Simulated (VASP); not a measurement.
# BN (P6_3mc) in VASP: single point with HSE06

Aim: the single point of BN with HSE06.

All numbers are computed with VASP 6.6.1; they aren't measurements. Logs are shortened: lines on timing, memory, paths and dates and some standing lists are left out, and cuts for length are marked.

## 1. The cell of the first run

Symmetry: P6_3mc, No. 186, hexagonal system. Conventional cell: a = 2.544 Å, b = 2.544 Å, c = 4.208 Å, α = 90.00°, β = 90.00°, γ = 120.00°. Within 2.1 Å of B (site symmetry 3m) lie 4 N at 1.56 to 1.58 Å. N (site symmetry 3m) has 4 B at 1.56 to 1.58 Å within 2.1 Å.

## 2. Single point, HSE06

POSCAR

```
BN
1.0
    2.5439499968      0.0000000000      0.0000000000
   -1.2719749984      2.2031253232      0.0000000000
    0.0000000000      0.0000000000      4.2078153299
B N
2 2
Direct
    0.3333333333      0.6666666667      0.0002034648
    0.6666666667      0.3333333333      0.5002034648
    0.3333333333      0.6666666667      0.3747965352
    0.6666666667      0.3333333333      0.8747965352
```

INCAR.step1

```
  PREC = Accurate
  ENCUT = 520
  EDIFF = 1E-5
  ISMEAR = 0
  SIGMA = 0.01
  LREAL = False
  LASPH = True
  NELM = 80
  ALGO = Normal
  ISIF = 2
  LWAVE = True
  LCHARG = False
  GGA = PE
  NBANDS = 16
```

INCAR.step2

```
  PREC = Accurate
  ENCUT = 520
  EDIFF = 1E-7
  ISMEAR = 0
  SIGMA = 0.01
  LREAL = False
  LASPH = True
  NELM = 80
  ALGO = Normal
  ISIF = 2
  LWAVE = False
  LCHARG = False
  GGA = PE
  LHFCALC = True
  HFSCREEN = 0.2079
  PRECFOCK = Normal
  ISTART = 1
  NBANDS = 16
```

KPOINTS

```
regular mesh
0
Gamma
  6 6 4
```

Potentials or basis: VASP PAW PBE potentials, release 64 (B, N).

Run with:

```console
$ cat potpaw_PBE.64/B/POTCAR potpaw_PBE.64/N/POTCAR > POTCAR
$ cp INCAR.step1 INCAR
$ mpirun -np 1 vasp_std > vasp.out
$ cp INCAR.step2 INCAR
$ mpirun -np 1 vasp_std > vasp.out
```

OUTCAR:

```text
PREC = Accurate
   ENCUT = 520
   EDIFF = 1E-7
   ISMEAR = 0
   LREAL = False
   LASPH = True
   NELM = 80
   ISIF = 2
   GGA = PE
   LHFCALC = True
   HFSCREEN = 0.2079
   PRECFOCK = Normal
   ISTART = 1

 ion  position               nearest neighbor table
   1  0.333  0.667  0.000-   4 1.56   4 1.56   4 1.56   3 1.58
   2  0.667  0.333  0.500-   3 1.56   3 1.56   3 1.56   4 1.58
   3  0.333  0.667  0.375-   2 1.56   2 1.56   2 1.56   1 1.58
   4  0.667  0.333  0.875-   1 1.56   1 1.56   1 1.56   2 1.58

  LATTYP: Found a hexagonal cell.
 ALAT       =     2.5439499968
 C/A-ratio  =     1.6540479708

  Lattice vectors:

 A1 = (   2.5439499968,   0.0000000000,   0.0000000000)
 A2 = (  -1.2719749984,   2.2031253232,   0.0000000000)
 A3 = (   0.0000000000,   0.0000000000,   4.2078153299)

Analysis of symmetry for initial positions (statically):
=====================================================================
 Subroutine PRICEL returns:
 Original cell was already a primitive cell.

 Routine SETGRP: Setting up the symmetry group for a
 hexagonal supercell.

 Subroutine GETGRP returns: Found 12 space group operations
 (whereof  6 operations were pure point group operations)
 out of a pool of 24 trial point group operations.

The static configuration has the point symmetry C_3v.
 The point group associated with its full space group is C_6v.

Analysis of symmetry for dynamics (positions and initial velocities):
=====================================================================
 Subroutine PRICEL returns:
 Original cell was already a primitive cell.

 Routine SETGRP: Setting up the symmetry group for a
 hexagonal supercell.

 Subroutine GETGRP returns: Found 12 space group operations
 (whereof  6 operations were pure point group operations)
 out of a pool of 24 trial point group operations.

The dynamic configuration has the point symmetry C_3v.
 The point group associated with its full space group is C_6v.

 Subroutine INISYM returns: Found 12 space group operations
 (whereof  6 operations are pure point group operations),
 and found     1 'primitive' translations

----------------------------------------------------------------------------------------

                                     Primitive cell

  volume of cell :      23.5833

  direct lattice vectors                    reciprocal lattice vectors
     2.543949997  0.000000000  0.000000000     0.393089487  0.226950321  0.000000000
    -1.271974998  2.203125323  0.000000000     0.000000000  0.453900643  0.000000000
     0.000000000  0.000000000  4.207815330     0.000000000  0.000000000  0.237653015

  length of vectors
     2.543949997  2.543949997  4.207815330     0.453900643  0.453900643  0.237653015

  position of ions in fractional coordinates (direct lattice)
     0.333333333  0.666666667  0.000203465
     0.666666667  0.333333333  0.500203465
     0.333333333  0.666666667  0.374796535
     0.666666667  0.333333333  0.874796535

  ion indices of the primitive-cell ions
   primitive index   ion index
                 1           1
                 2           2
                 3           3
                 4           4

----------------------------------------------------------------------------------------

 KPOINTS: regular mesh

Automatic generation of k-mesh.
 Grid dimensions read from file:
 generate k-points for:    6    6    4

 Generating k-lattice:

  Cartesian coordinates                     Fractional coordinates (reciprocal lattice)
     0.065514915  0.037825054  0.000000000     0.166666667 -0.000000000  0.000000000
     0.000000000  0.075650107  0.000000000     0.000000000  0.166666667  0.000000000
     0.000000000  0.000000000  0.059413254     0.000000000  0.000000000  0.250000000

  Length of vectors
     0.075650107  0.075650107  0.059413254

  Shift w.r.t. Gamma in fractional coordinates (k-lattice)
     0.000000000  0.000000000  0.000000000

 Subroutine IBZKPT returns following result:
 ===========================================

 Found     21 irreducible k-points:

 Following reciprocal coordinates:
            Coordinates               Weight
  0.000000  0.000000  0.000000      1.000000
  0.166667  0.000000  0.000000      6.000000
  0.333333 -0.000000  0.000000      6.000000
  0.500000  0.000000  0.000000      3.000000
  0.166667  0.166667  0.000000      6.000000
  0.333333  0.166667  0.000000     12.000000
[... 13 lines left out ...]
  0.333333  0.166667  0.500000     12.000000
  0.333333  0.333333  0.500000      2.000000
   k-points           NKPTS =     21   k-points in BZ     NKDIM =    144   number of bands    NBANDS=     16
   number of dos      NEDOS =    301   number of ions     NIONS =      4
   total plane-waves  NPLWV =  12800
   dimension x,y,z NGX =    20 NGY =   20 NGZ =   32
   dimension x,y,z NGXF=    40 NGYF=   40 NGZF=   64
   ions per type =               2   2
   NGX,Y,Z   is equivalent  to a cutoff of  13.07, 13.07, 12.64 a.u.
   NGXF,Y,Z  is equivalent  to a cutoff of  26.14, 26.14, 25.29 a.u.
 SYSTEM =  unknown system
   PREC   = accura    normal or accurate (medium, high low for compatibility)
   ISTART =      1    job   : 0-new  1-cont  2-samecut
   ICHARG =      0    charge: 1-file 2-atom 10-const
   ISPIN  =      1    spin polarized calculation?
   LNONCOLLINEAR =      F non collinear calculations
   LSORBIT =      F    spin-orbit coupling
   LASPH  =      T    aspherical Exc in radial PAW
   ENCUT  =  520.0 eV  38.22 Ry    6.18 a.u.   4.73  4.73  7.82*2*pi/ulx,y,z
   NELM   =     80;   NELMIN=  2; NELMDL=  0     # of ELM steps
   EDIFF  = 0.1E-06   stopping-criterion for ELM
   LREAL  =      F    real-space projection
   EDIFFG = 0.1E-05   stopping-criterion for IOM
   NSW    =      0    number of steps for IOM
   IBRION =     -1    ionic relax: 0-MD 1-quasi-New 2-CG
   NFREE  =      0    steps in history (QN), initial steepest desc. (CG)
   ISIF   =      2    stress and relaxation
   ISYM   =      3    0-nonsym 1-usesym 2-fastsym
   POTIM  = 0.5000    time-step for ionic-motion
   TEBEG  =    0.0;   TEEND  =   0.0 temperature during run
   PSTRESS=    0.0 pullay stress
   NELECT =      16.0000    total number of electrons
   NUPDOWN=      -1.0000    fix difference up-down
   EMIN   =  10.00;   EMAX   =-10.00  energy-range for DOS
   EFERMI =   0.00;   METHOD = LEGACY
   ISMEAR =     0;   SIGMA  =   0.01  broadening in eV -4-tet -1-fermi 0-gaus
   EFERMI_NEDOS =   21; number of points for ismear=-14 and -15
   IALGO  =     38    algorithm
   IMIX   =      1    mixing-type and parameters
     AMIX     =   0.40;   BMIX     =  1.00
     AMIX_MAG =   1.60;   BMIX_MAG =  1.00
  volume/ion in A,a.u.               =       5.90        39.79
  Fermi-wavevector in a.u.,A,eV,Ry     =   1.438512  2.718393 28.154745  2.069315
  Thomas-Fermi vector in A             =   2.557470
   LORBIT       =      0    0 simple, 1 ext, 2 COOP (PROOUT), +10 PAW based schemes
   GGA     = PE    functional components
   LHFCALC =     T    Hartree Fock is set to
   PRECFOCK=normal    Normal, Fast or Accurate (Low or Medium for compatibility)
   ENCUT4O =  -1.0   cutoff for four orbital integrals eV
   NKREDX  =     1    reduce k-point grid by
   NKREDY  =     1    reduce k-point grid by
   NKREDZ  =     1    reduce k-point grid by
   AEXX    =    0.2500 exact exchange contribution
   HFSCREEN=    0.2079 screening length (either q_TF or 0.3 A-1)
   HFSCREENC=   0.2079 screening length for correlation (either q_TF or 0.3 A-1)
   ENCUTFOCK=  -1.0 apply spherical cutoff to Coloumb kernel
   IVDW    =     0    specifies the selected vdW correction
   LEPSILON=     F    determine dielectric tensor
   LRPA    =     F    only Hartree local field effects (RPA)
 non-spin polarized calculation
 Gauss-broadening in eV      SIGMA  =   0.01
  energy-cutoff  :      520.00
  volume of cell :       23.58
 maximum number of plane-waves:       652
 NGX is ok and might be reduce to    20
  NGX = 16; NGY = 16; NGZ = 24

 number of electron      16.0000000 magnetization

 Free energy of the ion-electron system (eV)
  ---------------------------------------------------
  ext. energy  EPLUGINS =         0.00000000
  ---------------------------------------------------
  free energy    TOTEN  =       -40.57734843 eV

  energy without entropy =      -40.57734843  energy(sigma->0) =      -40.57734843

 E-fermi :   6.7826     XC(G=0): -10.4862

 val. band max:        6.7337114614   @ k =   0.0000   0.0000   0.0000
 cond. band min:      13.2449310656   @ k =   0.3333   0.3333   0.0000
 fundamental gap:      6.5112196042
 Fermi energy:         6.7825926321

 k-point     1 :       0.0000    0.0000    0.0000
  band No.  band energies     occupation
      1     -15.5789      2.00000
      2     -11.1170      2.00000
      3      -5.1516      2.00000
      4       4.4316      2.00000
      5       4.4316      2.00000
      6       6.4680      2.00000
[... 8 lines left out ...]
     15      20.6041      0.00000
     16      25.2784      0.00000

 k-point     2 :       0.1667    0.0000    0.0000
  band No.  band energies     occupation
      1     -14.9314      2.00000
      2     -10.6332      2.00000
      3      -4.4999      2.00000
      4       1.8655      2.00000
      5       3.4101      2.00000
      6       4.5628      2.00000
[... 8 lines left out ...]
     15      22.3362      0.00000
     16      24.0718      0.00000

 k-point     3 :       0.3333   -0.0000    0.0000
  band No.  band energies     occupation
      1     -13.1016      2.00000
      2      -9.6002      2.00000
      3      -2.6901      2.00000
      4      -2.2247      2.00000
      5       0.6784      2.00000
      6       1.9193      2.00000
[... 8 lines left out ...]
     15      24.9040      0.00000
     16      25.5489      0.00000

 k-point     4 :       0.5000    0.0000    0.0000
  band No.  band energies     occupation
      1     -11.1805      2.00000
      2      -9.7675      2.00000
      3      -3.6300      2.00000
      4      -1.8060      2.00000
      5      -0.7965      2.00000
      6       1.3228      2.00000
[... 8 lines left out ...]
     15      25.3769      0.00000
     16      27.1093      0.00000

 k-point     5 :       0.1667    0.1667    0.0000
  band No.  band energies     occupation
      1     -13.6854      2.00000
      2      -9.8341      2.00000
      3      -3.2539      2.00000
      4      -0.4780      2.00000
      5       0.5815      2.00000
      6       2.7581      2.00000
[... 8 lines left out ...]
     15      24.4730      0.00000
     16      24.6334      0.00000

 k-point     6 :       0.3333    0.1667    0.0000
  band No.  band energies     occupation
      1     -11.5352      2.00000
      2      -9.3350      2.00000
      3      -3.0020      2.00000
      4      -1.3559      2.00000
      5      -0.9471      2.00000
      6       0.1978      2.00000
[... 8 lines left out ...]
     15      24.8733      0.00000
     16      25.4313      0.00000
[... 210 lines left out ...]
 k-point    18 :       0.5000    0.0000    0.5000
  band No.  band energies     occupation
      1     -10.3660      2.00000
      2     -10.3660      2.00000
      3      -4.2004      2.00000
      4      -4.2004      2.00000
      5       2.6467      2.00000
      6       2.6467      2.00000
[... 8 lines left out ...]
     15      25.5271      0.00000
     16      25.5271      0.00000

 k-point    19 :       0.1667    0.1667    0.5000
  band No.  band energies     occupation
      1     -12.2460      2.00000
      2     -12.2460      2.00000
      3      -0.5072      2.00000
      4      -0.5072      2.00000
      5       2.0783      2.00000
      6       2.0783      2.00000
[... 8 lines left out ...]
     15      23.7317      0.00000
     16      23.7317      0.00000

 k-point    20 :       0.3333    0.1667    0.5000
  band No.  band energies     occupation
      1     -10.4973      2.00000
      2     -10.4973      2.00000
      3      -3.1824      2.00000
      4      -3.1824      2.00000
      5       0.7128      2.00000
      6       0.7128      2.00000
[... 8 lines left out ...]
     15      25.3052      0.00000
     16      25.3052      0.00000

 k-point    21 :       0.3333    0.3333    0.5000
  band No.  band energies     occupation
      1      -9.7122      2.00000
      2      -9.7122      2.00000
      3      -2.9432      2.00000
      4      -2.9432      2.00000
      5      -1.6177      2.00000
      6      -1.6177      2.00000
[... 8 lines left out ...]
     15      25.8407      0.00000
     16      25.8407      0.00000

------------------------ aborting loop because EDIFF is reached ----------------------------------------

  FORCE on cell =-STRESS in cart. coord.  units (eV):
  Direction    XX          YY          ZZ          XY          YZ          ZX
  --------------------------------------------------------------------------------------
  -------------------------------------------------------------------------------------
  Total       -0.5451323     -0.5451323     -0.6467284      0.0000000      0.0000000      0.0000000
  in kB      -37.0346339    -37.0346339    -43.9367665      0.0000000      0.0000000      0.0000000
  external PRESSURE =     -39.3353448 kB  Pullay stress =       0.0000000 kB

 VOLUME and BASIS-vectors are now :
 -----------------------------------------------------------------------------
  energy-cutoff  :      520.00
  volume of cell :       23.58
      direct lattice vectors                 reciprocal lattice vectors
     2.543949997  0.000000000  0.000000000     0.393089487  0.226950321  0.000000000
    -1.271974998  2.203125323  0.000000000     0.000000000  0.453900643  0.000000000
     0.000000000  0.000000000  4.207815330     0.000000000  0.000000000  0.237653015

 POSITION                                       TOTAL-FORCE (eV/Angst)
 -----------------------------------------------------------------------------------
     -0.00000      1.46875      0.00086         0.000000      0.000000     -0.012538
      1.27197      0.73438      2.10476         0.000000     -0.000000     -0.012538
     -0.00000      1.46875      1.57707        -0.000000      0.000000      0.012538
      1.27197      0.73438      3.68098         0.000000     -0.000000      0.012538
 -----------------------------------------------------------------------------------
    total drift:                                0.000000     -0.000000     -0.000028

  FREE ENERGIE OF THE ION-ELECTRON SYSTEM (eV)
  ---------------------------------------------------
  free  energy   TOTEN  =       -40.5773484345 eV

  energy  without entropy=      -40.5773484345  energy(sigma->0) =      -40.57734843
```

It took 16 min on 1 thread of Intel Xeon Platinum 8259CL at 2.50GHz (Skylake/Cascade Lake), shared host; peak memory 0.24 GiB.

Results:

* Free energy: -40.5773 eV
* Pressure: -3.9 GPa
* Largest force: 0.013 eV/Å
* Band gap on the k mesh: 6.51 eV, indirect (least direct gap 9.96 eV)

Forces on the atoms (eV/Å):
```
B    0.000  0.000 -0.013
B    0.000  0.000 -0.013
N    0.000  0.000  0.013
N    0.000  0.000  0.013
```

Levels at points of the mesh, in eV from the valence-band top:
```tsv
k point	band 6	band 7	band 8	band 9	band 10	band 11
(0.00, 0.00, 0.00)	-0.27	0.00	0.00	10.09	10.09	10.34
(0.50, 0.00, 0.00)	-5.41	-4.71	-2.30	8.16	9.50	12.43
(0.00, 0.00, 0.50)	-1.27	-1.27	-1.27	11.23	11.23	11.73
(0.50, 0.00, 0.50)	-4.09	-3.87	-3.87	8.06	8.06	11.69
```

Caveat: the k points lie up to 0.48 Å⁻¹ apart; the PAW data sets were made with another functional, which shifts forces and pressure a little. A k mesh can miss the band edges.
